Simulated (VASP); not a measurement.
Input of a VASP 6.6.1 run:

Contents of INCAR:

```
  PREC = Accurate
  ENCUT = 520
  EDIFF = 1E-6
  ISMEAR = 0
  SIGMA = 0.05
  LREAL = False
  LASPH = True
  NELM = 60
  ALGO = Normal
  ISIF = 2
  LWAVE = False
  LCHARG = False
  GGA = PE
  NBANDS = 17
```

KPOINTS

```
regular mesh
0
Gamma
  8 8 8
```

The input POSCAR:

```
TePb
1.0
    0.0000000000      3.6223673787      2.5610137367
    3.6223673787      0.0000000000      2.5610137367
    3.6223673787      3.6223673787      0.0000000000
Te Pb
1 1
Direct
    0.5000000000      0.5000000000      0.5000000000
    0.0000000000      0.0000000000      0.0000000000
```

Potentials or basis: VASP PAW PBE potentials, release 64 (Te, Pb_d).

Launch:

```sh
$ cat potpaw_PBE.64/Te/POTCAR potpaw_PBE.64/Pb_d/POTCAR > POTCAR
$ mpirun -np 1 vasp_std > vasp.out
```

What does it give for the band gap on the k mesh?

Zero (bands 10 and 11 overlap by 2.41 eV).

What does it give for the pressure?

16.5 GPa.

Stress tensor (GPa, compression positive):
```
-1.60  0.00  0.00
 0.00 -1.60  0.00
 0.00  0.00 52.74
```

Caveat: the cell stands under pressure; spin-orbit coupling is left out, which moves the levels of the heavy elements.
